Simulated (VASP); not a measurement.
Pt: single point with r2SCAN

Crystal: Pt.

```
Pt
1.0
     4.67406    0.00000    0.00000
    -2.33703    4.04785    0.00000
     0.00000    0.00000    2.78503
Pt
3
Direct
  0.00000 0.00000 0.00000
  0.33333 0.66667 0.50000
  0.66667 0.33333 0.50000
```

This isn't the form of Pt at room conditions, which is fcc.

```yaml
Program: VASP 6.6.1
Task: single point
Functional: r2SCAN
Potentials_or_basis: VASP PAW PBE potentials, release 64 (Pt)
Cutoff: 520 eV
k_mesh: 9 × 9 × 13
Occupations: fermi-dirac, width 0.1 eV
Spin: no spin polarisation
```

* Pressure: -20.8 GPa
* Band gap on the k mesh: zero (bands 15 and 16 overlap by 1.14 eV)

Stress tensor (GPa, compression positive):
```
-20.92   0.00   0.00
  0.00 -20.92   0.00
  0.00   0.00 -20.64
```

Levels at points of the mesh, in eV from the Fermi level:
```
           k point  band 12  band 13  band 14  band 15  band 16  band 17  band 18  band 19
(0.00, 0.00, 0.00)    -1.75    -1.58    -1.58     0.21     0.21     4.71     5.69     7.14
```

Run time: 3.2 min on 1 thread of AMD EPYC 9R45 96-Core Processor (Zen 5), with other jobs on the host, peak memory 0.2 GiB.

Caveat: the cell stands under tension; the PAW data sets were made with another functional, which shifts forces and pressure a little; spin-orbit coupling is left out, which moves the levels of the heavy elements.
